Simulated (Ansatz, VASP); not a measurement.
# Two plane-wave programs on Ti

File POSCAR:

```
Ti
1.0
   -1.7071896142      1.7071896142      1.5446001272
    1.7071896142     -1.7071896142      1.5446001272
    1.7071896142      1.7071896142     -1.5446001272
Ti
1
Direct
    0.0000000000      0.0000000000      0.0000000000
```

INCAR.step1

```
SYSTEM = Ti
PREC = Accurate
ENCUT = 520
ISMEAR = 0
SIGMA = 0.15
LREAL = .FALSE.
LASPH = .TRUE.
NELM = 100
NBANDS = 12
GGA = PE
ALGO = Normal
EDIFF = 1E-4
LWAVE = .TRUE.
LCHARG = .FALSE.
```

File INCAR.step2:

```
SYSTEM = Ti
PREC = Accurate
ENCUT = 520
EDIFF = 1E-6
ISMEAR = 0
SIGMA = 0.15
LREAL = .FALSE.
LASPH = .TRUE.
NELM = 100
ALGO = Normal
ISIF = 2
LWAVE = .FALSE.
LCHARG = .FALSE.
METAGGA = R2SCAN
LMIXTAU = .TRUE.
NBANDS = 12
ISTART = 1
```

KPOINTS

```
Automatic mesh
0
G
  26 26 26
  0 0 0
```

Input for Ansatz:

```yaml
crystal:
  lattice:
    - [-1.7071896142, 1.7071896142, 1.5446001272]
    - [1.7071896142, -1.7071896142, 1.5446001272]
    - [1.7071896142, 1.7071896142, -1.5446001272]
  atoms:
    - { symbol: Ti, position: [0.0, 0.0, 0.0] }
basis:
  ecutwfc: 500
kpoints:
  mp_grid: { grid: [26, 26, 26] }
hamiltonian:
  xc: r2scan
scf:
  occupations: { method: gaussian, width: 0.15 }
output:
  forces: true
  stress: true
  eigenvalues: true
```

Change from the starting cell: strain +0.050 along x and y, -0.050 along z, atoms carried along.

Alike in both runs: task single point; functional r2SCAN; k mesh 26 × 26 × 26; occupations gaussian, width 0.15 eV; no spin polarisation.

|  | VASP | Ansatz |
| --- | --- | --- |
| version | VASP 6.6.1 | Ansatz 0.2.0 |
| potentials or method | VASP PAW PBE potentials, release 64 (Ti_sv), cutoff 520 eV | scalar-relativistic, plane waves, PAW |
| valence electrons in the cell | 12 | 12 |

```csv
,VASP,Ansatz,Ansatz less VASP
gap on the k mesh at the Fermi level (eV),none,none,-
pressure (GPa),-4.3,-4.6,-0.27
"traceless stress, the component that is largest in VASP (GPa)",-0.90,-0.91,-0.015
```

VASP's potentials were made for PBE, not for r2SCAN. A gap of «none» marks a metal or a gap that the smearing closes.
